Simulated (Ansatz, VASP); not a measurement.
## BN in VASP and in Ansatz

```
CELL_PARAMETERS angstrom
-0.03615 1.78943 1.78943
1.78943 -0.03615 1.78943
1.78943 1.78943 -0.03615
ATOMIC_POSITIONS crystal
B 0.00000 0.00000 0.00000
N 0.75000 0.75000 0.75000
```

Change from the starting cell: equal xy, yz and zx shear strains of -2 %, crystal datasets.

Alike in both runs: task electric field gradients; functional PBE; k mesh 13 × 13 × 13; occupations fermi-dirac, width 0.03 eV; no spin polarisation.

```csv
,VASP,Ansatz
version,VASP 6.6.1,Ansatz 0.2.0
potentials or method,"VASP PAW PBE potentials, release 64 (B, N), cutoff 520 eV","all-electron PAW with datasets made for the crystal, scalar-relativistic"
```

|  | VASP | Ansatz | Ansatz less VASP |
| --- | --- | --- | --- |
| gap on the k mesh at the Fermi level (eV) | 4.45 | 4.46 | +0.009 |
| pressure (GPa) | 3.9 | 3.6 | -0.26 |
| traceless stress, the component that is largest in VASP (GPa) | 9.30 | 9.25 | -0.057 |
| rms of the force components (eV/Å) | 0.065 | 0.062 | -0.0034 |
| size of Vzz on the site where it differs most (V/Å²) | 6.6 | 6.3 | -0.31 |

Atom by atom the forces differ by 0.003 eV/Å (rms over components). Ansatz ran all-electron here, and VASP with PAW potentials.
